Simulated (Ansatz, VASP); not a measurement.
One calculation of Ba, two programs

```
Ba
1.0
     4.31161    0.00000    0.00000
    -2.15581    3.73397    0.00000
     0.00000    0.00000    3.71774
Ba
1
Direct
  0.00000 0.00000 0.00000
```

Change from the starting cell: strain +0.000 along x and y, -0.050 along z, atoms carried along.

Alike in both runs: task single point; functional PBE; k mesh 15 × 15 × 12; occupations gaussian, width 0.15 eV; no spin polarisation.

|  | VASP | Ansatz |
| --- | --- | --- |
| version | VASP 6.6.1 | Ansatz 0.2.0 |
| potentials or method | VASP PAW PBE potentials, release 64 (Ba_sv), cutoff 520 eV | scalar-relativistic, plane waves, PAW |
| valence electrons in the cell | 10 | 10 |

```csv
,VASP,Ansatz,Ansatz less VASP
gap on the k mesh at the Fermi level (eV),none,none,-
pressure (GPa),0.5,0.3,-0.13
"traceless stress, the component that is largest in VASP (GPa)",1.96,1.87,-0.090
```

A gap of «none» marks a metal or a gap that the smearing closes. With one functional, cell and mesh, what is left measures potentials, basis and numerics.

Neither program's run includes spin-orbit coupling.
